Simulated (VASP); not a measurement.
# Li2P (P-6m2) in VASP: a series of runs

Li2P is run at these levels: PBE; tasks: single point.

Everything below comes from runs of VASP 6.6.1. Logs are shortened: lines on timing, memory, paths and dates and some standing lists are left out, and cuts for length are marked.

**1. The cell of the first run**

It takes space group P-6m2 (No. 187, hexagonal). The conventional cell has a = 4.309 Å, b = 4.309 Å, c = 6.900 Å, α = 90.00°, β = 90.00°, γ = 120.00°. Li (site symmetry -6m2) has 6 P at 2.73 Å and 6 Li at 2.92 Å within 3.6 Å. Within 3.3 Å of Li (site symmetry 3m) lie 3 P at 2.52 Å and 7 Li at 2.92 to 3.15 Å. Within 3.1 Å of Li (site symmetry -6m2) lie 2 P at 2.32 Å. Within 3.0 Å of P (site symmetry 3m) lie 1 P at 2.26 Å and 7 Li at 2.32 to 2.73 Å.

**2. Single point, PBE**

File INCAR:

```
SYSTEM = Li2P
  PREC = Accurate
  ENCUT = 520
  EDIFF = 1E-7
  ISMEAR = 0
  SIGMA = 0.1
  LREAL = .False.
  LASPH = .True.
  NELM = 100
  ALGO = Normal
  ISIF = 2
  LWAVE = .False.
  LCHARG = .False.
  GGA = PE
  NBANDS = 20
```

File KPOINTS:

```
Automatic mesh
0
Gamma
  12 12 6
  0 0 0
```

File POSCAR:

```
Li2P
1.0
    4.3088591411      0.0000000000      0.0000000000
   -2.1544295706      3.7315814775      0.0000000000
    0.0000000000      0.0000000000      6.8995400154
Li P
4 2
Direct
    0.0000000000      0.0000000000      0.0000000000
    0.3333333333      0.6666666667      0.2204357997
    0.6666666667      0.3333333333      0.5000000000
    0.3333333333      0.6666666667      0.7795642003
    0.6666666667      0.3333333333      0.1640347519
    0.6666666667      0.3333333333      0.8359652481
```

Potentials or basis: VASP PAW PBE potentials, release 64 (Li_sv, P).

On the command line:

```
cat potpaw_PBE.64/Li_sv/POTCAR potpaw_PBE.64/P/POTCAR > POTCAR
mpirun -np 1 vasp_std > vasp.out
```

OUTCAR:

```text
SYSTEM = Li2P
   PREC = Accurate
   ENCUT = 520
   EDIFF = 1E-7
   ISMEAR = 0
   LREAL = .False.
   LASPH = .True.
   NELM = 100
   ISIF = 2
   GGA = PE

 ion  position               nearest neighbor table
   1  0.000  0.000  0.000-   5 2.73   6 2.73   5 2.73   6 2.73   5 2.73   6 2.73
   2  0.333  0.667  0.220-   5 2.52   5 2.52   5 2.52
   3  0.667  0.333  0.500-   5 2.32   6 2.32
   4  0.333  0.667  0.780-   6 2.52   6 2.52   6 2.52
   5  0.667  0.333  0.164-   6 2.26   3 2.32   2 2.52   2 2.52   2 2.52   1 2.73   1 2.73   1 2.73

   6  0.667  0.333  0.836-   5 2.26   3 2.32   4 2.52   4 2.52   4 2.52   1 2.73   1 2.73   1 2.73

  LATTYP: Found a hexagonal cell.
 ALAT       =     4.3088591411
 C/A-ratio  =     1.6012451996

  Lattice vectors:

 A1 = (   4.3088591411,   0.0000000000,   0.0000000000)
 A2 = (  -2.1544295706,   3.7315814775,   0.0000000000)
 A3 = (   0.0000000000,   0.0000000000,   6.8995400154)

Analysis of symmetry for initial positions (statically):
=====================================================================
 Subroutine PRICEL returns:
 Original cell was already a primitive cell.

 Routine SETGRP: Setting up the symmetry group for a
 hexagonal supercell.

 Subroutine GETGRP returns: Found 12 space group operations
 (whereof 12 operations were pure point group operations)
 out of a pool of 24 trial point group operations.

The static configuration has the point symmetry D_3h.

Analysis of symmetry for dynamics (positions and initial velocities):
=====================================================================
 Subroutine PRICEL returns:
 Original cell was already a primitive cell.

 Routine SETGRP: Setting up the symmetry group for a
 hexagonal supercell.

 Subroutine GETGRP returns: Found 12 space group operations
 (whereof 12 operations were pure point group operations)
 out of a pool of 24 trial point group operations.

The dynamic configuration has the point symmetry D_3h.

 Subroutine INISYM returns: Found 12 space group operations
 (whereof 12 operations are pure point group operations),
 and found     1 'primitive' translations

----------------------------------------------------------------------------------------

                                     Primitive cell

  volume of cell :     110.9367

  direct lattice vectors                    reciprocal lattice vectors
     4.308859141  0.000000000  0.000000000     0.232079993  0.133991447  0.000000000
    -2.154429571  3.731581477  0.000000000     0.000000000  0.267982893  0.000000000
     0.000000000  0.000000000  6.899540015     0.000000000  0.000000000  0.144937198

  length of vectors
     4.308859141  4.308859141  6.899540015     0.267982893  0.267982893  0.144937198

  position of ions in fractional coordinates (direct lattice)
     0.000000000  0.000000000  0.000000000
     0.333333333  0.666666667  0.220435800
     0.666666667  0.333333333  0.500000000
     0.333333333  0.666666667  0.779564200
     0.666666667  0.333333333  0.164034752
     0.666666667  0.333333333  0.835965248

  ion indices of the primitive-cell ions
   primitive index   ion index
                 1           1
                 2           2
                 3           3
                 4           4
                 5           5
                 6           6

----------------------------------------------------------------------------------------

 KPOINTS: Automatic mesh

Automatic generation of k-mesh.
 Grid dimensions read from file:
 generate k-points for:   12   12    6

 Generating k-lattice:

  Cartesian coordinates                     Fractional coordinates (reciprocal lattice)
     0.019339999  0.011165954  0.000000000     0.083333333 -0.000000000  0.000000000
     0.000000000  0.022331908  0.000000000     0.000000000  0.083333333  0.000000000
     0.000000000  0.000000000  0.024156200     0.000000000  0.000000000  0.166666667

  Length of vectors
     0.022331908  0.022331908  0.024156200

  Shift w.r.t. Gamma in fractional coordinates (k-lattice)
     0.000000000  0.000000000  0.000000000

 Subroutine IBZKPT returns following result:
 ===========================================

 Found     76 irreducible k-points:

 Following reciprocal coordinates:
            Coordinates               Weight
  0.000000  0.000000  0.000000      1.000000
  0.083333  0.000000  0.000000      6.000000
  0.166667  0.000000  0.000000      6.000000
  0.250000  0.000000  0.000000      6.000000
  0.333333  0.000000  0.000000      6.000000
  0.416667  0.000000  0.000000      6.000000
[... 16 lines left out ...]
  0.250000  0.000000  0.166667     12.000000
  0.333333  0.000000  0.166667     12.000000
 [... further k-points ...]
   k-points           NKPTS =     76   k-points in BZ     NKDIM =     76   number of bands    NBANDS=     20
   number of dos      NEDOS =    301   number of ions     NIONS =      6
   total plane-waves  NPLWV =  55296
   dimension x,y,z NGX =    32 NGY =   32 NGZ =   54
   dimension x,y,z NGXF=    64 NGYF=   64 NGZF=  108
   ions per type =               4   2
   NGX,Y,Z   is equivalent  to a cutoff of  12.35, 12.35, 13.01 a.u.
   NGXF,Y,Z  is equivalent  to a cutoff of  24.69, 24.69, 26.02 a.u.
 SYSTEM =  Li2P
   PREC   = accura    normal or accurate (medium, high low for compatibility)
   ISTART =      0    job   : 0-new  1-cont  2-samecut
   ICHARG =      2    charge: 1-file 2-atom 10-const
   ISPIN  =      1    spin polarized calculation?
   LNONCOLLINEAR =      F non collinear calculations
   LSORBIT =      F    spin-orbit coupling
   LASPH  =      T    aspherical Exc in radial PAW
   ENCUT  =  520.0 eV  38.22 Ry    6.18 a.u.   8.01  8.01 12.83*2*pi/ulx,y,z
   NELM   =    100;   NELMIN=  2; NELMDL= -5     # of ELM steps
   EDIFF  = 0.1E-06   stopping-criterion for ELM
   LREAL  =      F    real-space projection
   EDIFFG = 0.1E-05   stopping-criterion for IOM
   NSW    =      0    number of steps for IOM
   IBRION =     -1    ionic relax: 0-MD 1-quasi-New 2-CG
   NFREE  =      0    steps in history (QN), initial steepest desc. (CG)
   ISIF   =      2    stress and relaxation
   ISYM   =      2    0-nonsym 1-usesym 2-fastsym
   POTIM  = 0.5000    time-step for ionic-motion
   TEBEG  =    0.0;   TEEND  =   0.0 temperature during run
   PSTRESS=    0.0 pullay stress
   NELECT =      22.0000    total number of electrons
   NUPDOWN=      -1.0000    fix difference up-down
   EMIN   =  10.00;   EMAX   =-10.00  energy-range for DOS
   EFERMI =   0.00;   METHOD = LEGACY
   ISMEAR =     0;   SIGMA  =   0.10  broadening in eV -4-tet -1-fermi 0-gaus
   EFERMI_NEDOS =   21; number of points for ismear=-14 and -15
   IALGO  =     38    algorithm
   IMIX   =      4    mixing-type and parameters
     AMIX     =   0.40;   BMIX     =  1.00
     AMIX_MAG =   1.60;   BMIX_MAG =  1.00
  volume/ion in A,a.u.               =      18.49       124.77
  Fermi-wavevector in a.u.,A,eV,Ry     =   0.954679  1.804081 12.400507  0.911412
  Thomas-Fermi vector in A             =   2.083447
   LORBIT       =      0    0 simple, 1 ext, 2 COOP (PROOUT), +10 PAW based schemes
   GGA     = PE    functional components
   LHFCALC =     F    Hartree Fock is set to
   AEXX    =    0.0000 exact exchange contribution
   IVDW    =     0    specifies the selected vdW correction
   LEPSILON=     F    determine dielectric tensor
   LRPA    =     F    only Hartree local field effects (RPA)
 non-spin polarized calculation
 Gauss-broadening in eV      SIGMA  =   0.10
  energy-cutoff  :      520.00
  volume of cell :      110.94
 maximum number of plane-waves:      3010
   NGX = 17   NGY = 17   NGZ = 25

 number of electron      22.0000003 magnetization

 Free energy of the ion-electron system (eV)
  ---------------------------------------------------
  ext. energy  EPLUGINS =         0.00000000
  ---------------------------------------------------
  free energy    TOTEN  =       -20.94840883 eV

  energy without entropy =      -20.94061845  energy(sigma->0) =      -20.94451364

 E-fermi :   2.7512     XC(G=0):  -7.8870

 val. band max:        2.7381083288   @ k =   0.1667   0.0000   0.0000
 cond. band min:       2.7539929930   @ k =   0.0833   0.0000   0.0000
 fundamental gap:      0.0158846642
 Fermi energy:         2.7511516021

 k-point     1 :       0.0000    0.0000    0.0000
  band No.  band energies     occupation
      1     -44.5754      2.00000
      2     -43.7735      2.00000
      3     -43.4439      2.00000
      4     -43.4409      2.00000
      5      -9.1169      2.00000
      6      -5.9634      2.00000
[... 12 lines left out ...]
     19       8.0175      0.00000
     20       8.7472      0.00000

 k-point     2 :       0.0833    0.0000    0.0000
  band No.  band energies     occupation
      1     -44.5754      2.00000
      2     -43.7734      2.00000
      3     -43.4440      2.00000
      4     -43.4409      2.00000
      5      -9.0998      2.00000
      6      -5.9432      2.00000
[... 12 lines left out ...]
     19       7.8924      0.00000
     20       8.9327      0.00000

 k-point     3 :       0.1667    0.0000    0.0000
  band No.  band energies     occupation
      1     -44.5754      2.00000
      2     -43.7734      2.00000
      3     -43.4440      2.00000
      4     -43.4409      2.00000
      5      -9.0523      2.00000
      6      -5.8866      2.00000
[... 12 lines left out ...]
     19       7.6502      0.00000
     20       9.4443      0.00000

 k-point     4 :       0.2500    0.0000    0.0000
  band No.  band energies     occupation
      1     -44.5754      2.00000
      2     -43.7732      2.00000
      3     -43.4441      2.00000
      4     -43.4409      2.00000
      5      -8.9846      2.00000
      6      -5.8053      2.00000
[... 429 lines left out ...]
 k-point    23 :       0.2500    0.0000    0.1667
  band No.  band energies     occupation
      1     -44.5754      2.00000
      2     -43.7732      2.00000
      3     -43.4441      2.00000
      4     -43.4409      2.00000
      5      -8.9858      2.00000
      6      -5.8077      2.00000
[... 12 lines left out ...]
     19       8.1510      0.00000
     20       9.3353      0.00000

 k-point    24 :       0.3333    0.0000    0.1667
  band No.  band energies     occupation
      1     -44.5754      2.00000
      2     -43.7731      2.00000
      3     -43.4441      2.00000
      4     -43.4409      2.00000
      5      -8.9154      2.00000
      6      -5.7174      2.00000
[... 12 lines left out ...]
     19       8.6498      0.00000
     20       9.2872      0.00000

 [... further k-points ...]

------------------------ aborting loop because EDIFF is reached ----------------------------------------

  FORCE on cell =-STRESS in cart. coord.  units (eV):
  Direction    XX          YY          ZZ          XY          YZ          ZX
  --------------------------------------------------------------------------------------
  -------------------------------------------------------------------------------------
  Total       -0.0263023     -0.0263023     -0.1266316      0.0000000      0.0000000      0.0000000
  in kB       -0.3798641     -0.3798641     -1.8288469      0.0000000      0.0000000      0.0000000
  external PRESSURE =      -0.8628584 kB  Pullay stress =       0.0000000 kB

 VOLUME and BASIS-vectors are now :
 -----------------------------------------------------------------------------
  energy-cutoff  :      520.00
  volume of cell :      110.94
      direct lattice vectors                 reciprocal lattice vectors
     4.308859141  0.000000000  0.000000000     0.232079993  0.133991447  0.000000000
    -2.154429571  3.731581477  0.000000000     0.000000000  0.267982893  0.000000000
     0.000000000  0.000000000  6.899540015     0.000000000  0.000000000  0.144937198

 POSITION                                       TOTAL-FORCE (eV/Angst)
 -----------------------------------------------------------------------------------
      0.00000      0.00000      0.00000        -0.000000     -0.000000      0.000000
     -0.00000      2.48772      1.52091        -0.000000      0.000000     -0.000968
      2.15443      1.24386      3.44977         0.000000     -0.000000      0.000000
     -0.00000      2.48772      5.37863        -0.000000      0.000000      0.000968
      2.15443      1.24386      1.13176        -0.000000     -0.000000     -0.042865
      2.15443      1.24386      5.76778        -0.000000     -0.000000      0.042865
 -----------------------------------------------------------------------------------
    total drift:                               -0.000002      0.000001     -0.000000

  FREE ENERGIE OF THE ION-ELECTRON SYSTEM (eV)
  ---------------------------------------------------
  free  energy   TOTEN  =       -20.9484088309 eV

  energy  without entropy=      -20.9406184460  energy(sigma->0) =      -20.94451364
```

It took 1.9 min on 1 thread of Intel Xeon Platinum 8488C (Sapphire Rapids), shared host; peak memory 0.29 GiB.

What came out:

```
Free energy            : -20.9484 eV
Largest force          : 0.043 eV/Å
Band gap on the k mesh : zero (band 11 reaches 2.95 eV, above the bottom of band 12 at 2.63 eV)
```

Forces on the atoms (eV/Å):
```
Li   0.000  0.000  0.000
Li   0.000  0.000 -0.001
Li   0.000  0.000  0.000
Li   0.000  0.000  0.001
P    0.000  0.000 -0.043
P    0.000  0.000  0.043
```

Caveat: the cutoff is under 1.25 times the usual one of these potentials, so pressure, stress and relaxed cells hold a basis-set (Pulay) error.

**3. Single point, PBE**

File INCAR:

```
PREC = Accurate
ENCUT = 520
EDIFF = 1E-6
ISMEAR = 0
SIGMA = 0.1
LREAL = F
LASPH = T
NELM = 100
ALGO = Normal
ISIF = 2
LWAVE = F
LCHARG = F
GGA = PE
NBANDS = 20
```

File KPOINTS:

```
Automatic mesh
0
Gamma
  12 12 6
```

POSCAR is that of step 2.

Potentials or basis: VASP PAW PBE potentials, release 64 (Li_sv, P).

On the command line:

```
cat potpaw_PBE.64/Li_sv/POTCAR potpaw_PBE.64/P/POTCAR > POTCAR
mpirun -np 1 vasp_std > vasp.out
```

OUTCAR:

```text
PREC = Accurate
   ENCUT = 520
   EDIFF = 1E-6
   ISMEAR = 0
   LREAL = F
   LASPH = T
   NELM = 100
   ISIF = 2
   GGA = PE

 ion  position               nearest neighbor table
   1  0.000  0.000  0.000-   5 2.73   6 2.73   5 2.73   6 2.73   5 2.73   6 2.73
   2  0.333  0.667  0.220-   5 2.52   5 2.52   5 2.52
   3  0.667  0.333  0.500-   5 2.32   6 2.32
   4  0.333  0.667  0.780-   6 2.52   6 2.52   6 2.52
   5  0.667  0.333  0.164-   6 2.26   3 2.32   2 2.52   2 2.52   2 2.52   1 2.73   1 2.73   1 2.73

   6  0.667  0.333  0.836-   5 2.26   3 2.32   4 2.52   4 2.52   4 2.52   1 2.73   1 2.73   1 2.73

  LATTYP: Found a hexagonal cell.
 ALAT       =     4.3088591411
 C/A-ratio  =     1.6012451996

  Lattice vectors:

 A1 = (   4.3088591411,   0.0000000000,   0.0000000000)
 A2 = (  -2.1544295706,   3.7315814775,   0.0000000000)
 A3 = (   0.0000000000,   0.0000000000,   6.8995400154)

Analysis of symmetry for initial positions (statically):
=====================================================================
 Subroutine PRICEL returns:
 Original cell was already a primitive cell.
[... 181 lines left out ...]
 cond. band min:       2.7540635426   @ k =   0.0833   0.0000   0.0000
 fundamental gap:      0.0158845577
 Fermi energy:         2.7511951896

 k-point     1 :       0.0000    0.0000    0.0000
  band No.  band energies     occupation
      1     -44.5756      2.00000
      2     -43.7737      2.00000
      3     -43.4441      2.00000
      4     -43.4411      2.00000
      5      -9.1168      2.00000
      6      -5.9633      2.00000
[... 541 lines left out ...]
     19       8.6498      0.00000
     20       9.2872      0.00000

 [... further k-points ...]

------------------------ aborting loop because EDIFF is reached ----------------------------------------

  FORCE on cell =-STRESS in cart. coord.  units (eV):
  Direction    XX          YY          ZZ          XY          YZ          ZX
  --------------------------------------------------------------------------------------
  -------------------------------------------------------------------------------------
  Total       -0.0273190     -0.0273190     -0.1274674      0.0000000     -0.0000000      0.0000000
  in kB       -0.3945479     -0.3945479     -1.8409173      0.0000000     -0.0000000      0.0000000
  external PRESSURE =      -0.8766710 kB  Pullay stress =       0.0000000 kB

 VOLUME and BASIS-vectors are now :
 -----------------------------------------------------------------------------
  energy-cutoff  :      520.00
  volume of cell :      110.94
      direct lattice vectors                 reciprocal lattice vectors
     4.308859141  0.000000000  0.000000000     0.232079993  0.133991447  0.000000000
    -2.154429571  3.731581477  0.000000000     0.000000000  0.267982893  0.000000000
     0.000000000  0.000000000  6.899540015     0.000000000  0.000000000  0.144937198

 POSITION                                       TOTAL-FORCE (eV/Angst)
 -----------------------------------------------------------------------------------
      0.00000      0.00000      0.00000        -0.000000      0.000000     -0.000000
     -0.00000      2.48772      1.52091         0.000000     -0.000000     -0.000871
      2.15443      1.24386      3.44977         0.000000      0.000000     -0.000000
     -0.00000      2.48772      5.37863         0.000000     -0.000000      0.000871
      2.15443      1.24386      1.13176        -0.000000      0.000000     -0.042784
      2.15443      1.24386      5.76778        -0.000000      0.000000      0.042784
 -----------------------------------------------------------------------------------
    total drift:                               -0.000002      0.000001     -0.000000

  FREE ENERGIE OF THE ION-ELECTRON SYSTEM (eV)
  ---------------------------------------------------
  free  energy   TOTEN  =       -20.9484087918 eV

  energy  without entropy=      -20.9406173893  energy(sigma->0) =      -20.94451309
```

OSZICAR:

```text
N       E                     dE             d eps       ncg     rms          rms(c)
DAV:   1     0.103259859315E+03    0.10326E+03   -0.85718E+03  3040   0.105E+03
DAV:   2    -0.509643713122E+01   -0.10836E+03   -0.10411E+03  3656   0.242E+02
DAV:   3    -0.208581295853E+02   -0.15762E+02   -0.15654E+02  5496   0.570E+01
DAV:   4    -0.219841266945E+02   -0.11260E+01   -0.11216E+01  4436   0.207E+01
DAV:   5    -0.221016826530E+02   -0.11756E+00   -0.11754E+00  4892   0.490E+00    0.592E+00
DAV:   6    -0.210883271931E+02    0.10134E+01   -0.15637E+00  3476   0.380E+00    0.352E+00
DAV:   7    -0.209447873978E+02    0.14354E+00   -0.72597E-01  4028   0.243E+00    0.164E+00
DAV:   8    -0.209521304312E+02   -0.73430E-02   -0.15941E-01  3944   0.161E+00    0.327E-01
DAV:   9    -0.209473948673E+02    0.47356E-02   -0.28505E-02  3724   0.601E-01    0.267E-01
DAV:  10    -0.209482817159E+02   -0.88685E-03   -0.39103E-03  3876   0.232E-01    0.111E-01
DAV:  11    -0.209484596387E+02   -0.17792E-03   -0.10380E-03  3868   0.150E-01    0.581E-02
DAV:  12    -0.209483949986E+02    0.64640E-04   -0.25979E-04  4740   0.592E-02    0.303E-02
DAV:  13    -0.209484071529E+02   -0.12154E-04   -0.58441E-05  3768   0.284E-02    0.140E-02
DAV:  14    -0.209484089687E+02   -0.18158E-05   -0.59492E-06  5176   0.937E-03    0.618E-03
DAV:  15    -0.209484087918E+02    0.17689E-06   -0.49106E-07  2960   0.295E-03
   1 F= -.20948409E+02 E0= -.20944513E+02  d E =-.779140E-02
```

Run time: 1.8 min. Hardware: 1 thread of Intel Xeon Platinum 8488C (Sapphire Rapids), shared host; peak memory 0.29 GiB.

What came out:

| Item | Value |
| --- | --- |
| Free energy | -20.9484 eV |
| Largest force | 0.043 eV/Å |
| Band gap on the k mesh | zero (band 11 reaches 2.95 eV, above the bottom of band 12 at 2.63 eV) |

Forces on the atoms (eV/Å):
```
Li   0.000  0.000  0.000
Li   0.000  0.000 -0.001
Li   0.000  0.000  0.000
Li   0.000  0.000  0.001
P    0.000  0.000 -0.043
P    0.000  0.000  0.043
```

Levels at points of the mesh, in eV from the Fermi level:
```tsv
k point	band 7	band 8	band 9	band 10	band 11	band 12	band 13	band 14	band 15	band 16
(0.00, 0.00, 0.00)	-4.44	-2.26	-2.26	0.20	0.20	1.39	1.49	1.81	2.93	2.93
(0.50, 0.00, 0.00)	-4.49	-3.74	-3.09	-1.90	-0.52	0.19	2.11	2.16	3.83	3.96
(0.00, 0.00, 0.50)	-4.03	-2.20	-2.20	-0.78	-0.04	-0.04	1.74	3.08	3.08	3.39
(0.50, 0.00, 0.50)	-4.37	-3.68	-3.01	-2.51	-0.81	1.14	1.93	2.09	3.86	4.15
```

Caveat: the cutoff is under 1.25 times the usual one of these potentials, so pressure, stress and relaxed cells hold a basis-set (Pulay) error.
